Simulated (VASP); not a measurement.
Set up this calculation in VASP 6.6.1, as the native input.

```yaml
Task: single point
Functional: PBE
Potentials_or_basis: VASP PAW PBE potentials, release 64 (Li_sv, Pb_d)
Cutoff: 520 eV
k_mesh: 4 × 4 × 4
Occupations: gaussian, width 0.1 eV
Spin: no spin polarisation
Dipole_correction: no
Further_INCAR_settings: ALGO = Fast; EDIFF = 1e-06; NBANDS = 40
```

The structure of LiPb2 lies in POSCAR:

```
LiPb2
1.0
    5.2527958804      0.0000000000      0.0000000000
    0.0000000000      6.4109968350      0.0000000000
    0.0000000000      0.0000000000      4.0021752170
Li Pb
2 4
Direct
    0.0000000000      0.0000000000      0.0000000000
    0.5000000000      0.5000000000      0.5000000000
    0.2004000000      0.3787000000      0.0000000000
    0.7996000000      0.6213000000      0.0000000000
    0.7004000000      0.1213000000      0.5000000000
    0.2996000000      0.8787000000      0.5000000000
```

One way to write it, as run:

INCAR

```
SYSTEM = LiPb2
PREC = Accurate
ENCUT = 520
EDIFF = 1E-6
ISMEAR = 0
SIGMA = 0.1
LREAL = .FALSE.
LASPH = .TRUE.
NELM = 60
ALGO = Fast
ISIF = 2
LWAVE = .FALSE.
LCHARG = .FALSE.
GGA = PE
NBANDS = 40
```

KPOINTS

```
regular mesh
0
G
  4 4 4
  0 0 0
```

Potentials or basis: VASP PAW PBE potentials, release 64 (Li_sv, Pb_d).

The run is started by

```bash
$ cat potpaw_PBE.64/Li_sv/POTCAR potpaw_PBE.64/Pb_d/POTCAR > POTCAR
$ mpirun -np 1 vasp_std > vasp.out
```

It gave:

```yaml
Largest_force: 3.082 eV/Å
Band_gap_on_the_k_mesh: zero (bands 31 and 32 overlap by 3.27 eV)
```

Caveat: the k points lie up to 0.39 Å⁻¹ apart, too coarse for converged energies and pressures of a metal; spin-orbit coupling is left out, which moves the levels of the heavy elements; forces of over 1 eV/Å act on the atoms, so gaps and moduli don't describe the material at rest.

It took 4.7 min on 1 thread of Intel(R) Xeon(R) Platinum 8375C CPU @ 2.90GHz (Ice Lake), with other jobs on the host, peak memory 0.29 GiB.
